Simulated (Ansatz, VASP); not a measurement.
This is a calculation of BiTe for Ansatz 0.2.0.

Contents of input.yaml:

```yaml
crystal:
  lattice:
    - [2.4064474992, 1.3893631114, 3.2950275793]
    - [-2.4064474992, 1.3893631114, 3.2950275793]
    - [0.0, -2.7787262229, 3.2950275793]
  atoms:
    - { symbol: Bi, position: [0.5, 0.5, 0.5] }
    - { symbol: Te, position: [0.0, 0.0, 0.0] }
hamiltonian:
  xc: r2scan
  pseudopotentials: { kind: paw }
kpoints:
  mp_grid: { grid: [7, 7, 7] }
scf:
  occupations: { method: fermi_dirac, width: 0.05 }
output:
  forces: true
  stress: true
  eigenvalues: true
```

Potentials or basis: Ansatz PAW.

Launch:

```sh
$ ansatz run input.yaml --threads 2 --pin off --max-ram 5632MiB --backend cpu --events-out ev --progress --plain --runs-dir out
```

Task: Set up the same calculation for VASP 6.6.1. Potentials there: VASP PAW PBE potentials, release 64 (Bi_d, Te).

Result: As run (the cutoff follows the program's own potentials):

POSCAR

```
BiTe
1.0
    2.4064474992      1.3893631114      3.2950275793
   -2.4064474992      1.3893631114      3.2950275793
    0.0000000000     -2.7787262229      3.2950275793
Bi Te
1 1
Direct
    0.5000000000      0.5000000000      0.5000000000
    0.0000000000      0.0000000000      0.0000000000
```

INCAR.step1

```
ALGO = Normal ; EDIFF = 1E-4
ENCUT = 520 ; GGA = PE
ISMEAR = -1 ; LASPH = True
LCHARG = False ; LREAL = False
LWAVE = True ; NBANDS = 18
NELM = 80 ; PREC = Accurate
SIGMA = 0.05
```

INCAR.step2

```
ALGO = Normal ; EDIFF = 1E-6
ENCUT = 520 ; ISIF = 2
ISMEAR = -1 ; ISTART = 1
LASPH = True ; LCHARG = False
LMIXTAU = True ; LREAL = False
LWAVE = False ; METAGGA = R2SCAN
NBANDS = 18 ; NELM = 80
PREC = Accurate ; SIGMA = 0.05
```

The input KPOINTS:

```
k-points
0
Gamma
  7 7 7
```

Potentials or basis: VASP PAW PBE potentials, release 64 (Bi_d, Te).

Run with:

```bash
$ cat potpaw_PBE.64/Bi_d/POTCAR potpaw_PBE.64/Te/POTCAR > POTCAR
$ cp INCAR.step1 INCAR
$ mpirun -np 1 vasp_std > vasp.out
$ cp INCAR.step2 INCAR
$ mpirun -np 1 vasp_std > vasp.out
```

Both were run:

|  | VASP | Ansatz | Ansatz less VASP |
| --- | --- | --- | --- |
| gap on the k mesh at the Fermi level (eV) | none | none | - |
| pressure (GPa) | 0.4 | 0.4 | +0.02 |
| traceless stress, the component that is largest in VASP (GPa) | -0.09 | -0.09 | -0.005 |

VASP's potentials were made for PBE, not for r2SCAN. A gap of «none» marks a metal or a gap that the smearing closes. VASP's potentials hold 21 valence electrons a cell and Ansatz's 31, so a difference there can come from the potentials and not from the codes.

Neither program's run includes spin-orbit coupling.
